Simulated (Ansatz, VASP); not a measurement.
Given: the input of a run of Ansatz 0.2.0 on TePb.

File input.yaml:

```yaml
crystal:
  lattice:
    - [0.0, 3.2523979746, 3.2523979746]
    - [3.2523979746, 0.0, 3.2523979746]
    - [3.2523979746, 3.2523979746, 0.0]
  atoms:
    - { symbol: Pb, position: [0.0, 0.0, 0.0] }
    - { symbol: Te, position: [0.5, 0.5, 0.5] }
hamiltonian:
  xc: { exchange: b88, correlation: pbe }
  pseudopotentials: { kind: paw }
kpoints:
  mp_grid: { grid: [7, 7, 7] }
scf:
  occupations: { method: fermi_dirac, width: 0.05 }
output:
  forces: true
  stress: true
  eigenvalues: true
```

Potentials or basis: Ansatz PAW.

Launch:

```sh
$ ansatz run input.yaml --threads 2 --pin off --max-ram 5120MiB --backend cpu --events-out ev --progress --plain --runs-dir out
```

Task: Set up the same calculation for VASP 6.6.1. Potentials there: VASP PAW PBE potentials, release 64 (Pb_d, Te).

Result: As run (the cutoff follows the program's own potentials):

INCAR

```
PREC = Accurate
ENCUT = 500
EDIFF = 1E-6
ISMEAR = -1
SIGMA = 0.05
LREAL = False
LASPH = True
NELM = 120
ALGO = Normal
ISIF = 2
LWAVE = False
LCHARG = True
GGA = LIBXC
LIBXC1 = GGA_X_B88
LIBXC2 = GGA_C_PBE
LELF = True
LVHAR = True
NBANDS = 17
GGA_COMPAT = False
```

File KPOINTS:

```
Automatic mesh
0
Gamma
  7 7 7
```

The input POSCAR:

```
TePb
1.0
    0.0000000000      3.2523979746      3.2523979746
    3.2523979746      0.0000000000      3.2523979746
    3.2523979746      3.2523979746      0.0000000000
Pb Te
1 1
Direct
    0.0000000000      0.0000000000      0.0000000000
    0.5000000000      0.5000000000      0.5000000000
```

Potentials or basis: VASP PAW PBE potentials, release 64 (Pb_d, Te).

Launch:

```sh
$ cat potpaw_PBE.64/Pb_d/POTCAR potpaw_PBE.64/Te/POTCAR > POTCAR
$ mpirun -np 1 vasp_std > vasp.out
```

Both were run:

|  | VASP | Ansatz | Ansatz less VASP |
| --- | --- | --- | --- |
| pressure (GPa) | 1.0 | 1.0 | +0.06 |

VASP's potentials were made for PBE, not for b88 exchange, pbe correlation. The functional is the same, so the differences come from potentials, cutoffs and numerics. VASP's potentials hold 20 valence electrons a cell and Ansatz's 30, so a difference there can come from the potentials and not from the codes.

Neither program's run includes spin-orbit coupling.
